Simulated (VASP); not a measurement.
A run of VASP 6.6.1:

The input INCAR:

```
SYSTEM = Ir
PREC = Accurate ; ENCUT = 520
EDIFF = 1E-6 ; ISMEAR = 0
SIGMA = 0.1 ; LREAL = .FALSE.
LASPH = .TRUE. ; NELM = 100
ALGO = Normal ; ISIF = 2
LWAVE = .FALSE. ; LCHARG = .FALSE.
GGA = PE ; NBANDS = 16
```

KPOINTS

```
Automatic mesh
0
G
  8 8 8
  0 0 0
```

File POSCAR:

```
Ir
1.0
   -2.3790015229      2.3790015229      1.2977892458
    2.3790015229     -2.3790015229      1.2977892458
    2.3790015229      2.3790015229     -1.2977892458
Ir
2
Direct
    0.0000000000      0.0000000000      0.0000000000
    0.7500000000      0.2500000000      0.5000000000
```

Potentials or basis: VASP PAW PBE potentials, release 64 (Ir).

Launch:

```sh
$ cat potpaw_PBE.64/Ir/POTCAR > POTCAR
$ mpirun -np 1 vasp_std > vasp.out
```

Hardware: 1 thread of AMD EPYC 7R13, on a shared host.

Task: How long does it take, and how much memory?

Result: Run time: 41 s on 1 thread of AMD EPYC 7R13, on a shared host, peak memory 0.14 GiB. Counts: scf iterations 12, k points 59.
